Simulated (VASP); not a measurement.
# Mg2C: single point with PBEsol

Mg2C:

```xyz
3
Lattice="0.0000 2.7109 2.7109 2.7109 0.0000 2.7109 2.7109 2.7109 0.0000" Properties=species:S:1:pos:R:3 pbc="T T T"
C     0.0000    0.0000    0.0000
Mg    1.3555    1.3555    1.3555
Mg    4.0664    4.0664    4.0664
```

- Program: VASP 6.6.1
- Task: single point
- Functional: PBEsol
- Potentials or basis: VASP PAW PBE potentials, release 64 (C, Mg)
- Cutoff: 600 eV
- k mesh: 6 × 6 × 6
- Occupations: gaussian, width 0.01 eV
- Spin: no spin polarisation
- Dipole correction: no
- Further INCAR settings: ALGO = Normal; EDIFF = 1e-06; NBANDS = 11

The pressure is 0.0 GPa. The band gap on the k mesh is 0.68 eV, indirect (least direct gap 1.50 eV).

Levels at points of the mesh, in eV from the valence-band top:
| k point | band 1 | band 2 | band 3 | band 4 | band 5 | band 6 | band 7 | band 8 |
| --- | --- | --- | --- | --- | --- | --- | --- | --- |
| (0.00, 0.00, 0.00) | -10.68 | 0.00 | 0.00 | 0.00 | 1.50 | 6.56 | 6.56 | 6.56 |
| (0.50, 0.00, 0.00) | -9.12 | -4.78 | -0.42 | -0.42 | 3.44 | 5.57 | 5.57 | 5.86 |
| (0.50, 0.50, 0.00) | -8.63 | -4.06 | -1.54 | -1.54 | 0.68 | 4.09 | 9.00 | 9.33 |

Run time: 5.1 s on 1 thread of Intel(R) Xeon(R) 6975P-C (Granite Rapids) (shared host), peak memory 0.17 GiB.

Caveat: the PAW data sets were made with another functional, which shifts forces and pressure a little. As with any semilocal functional, this PBEsol gap is likely too small.
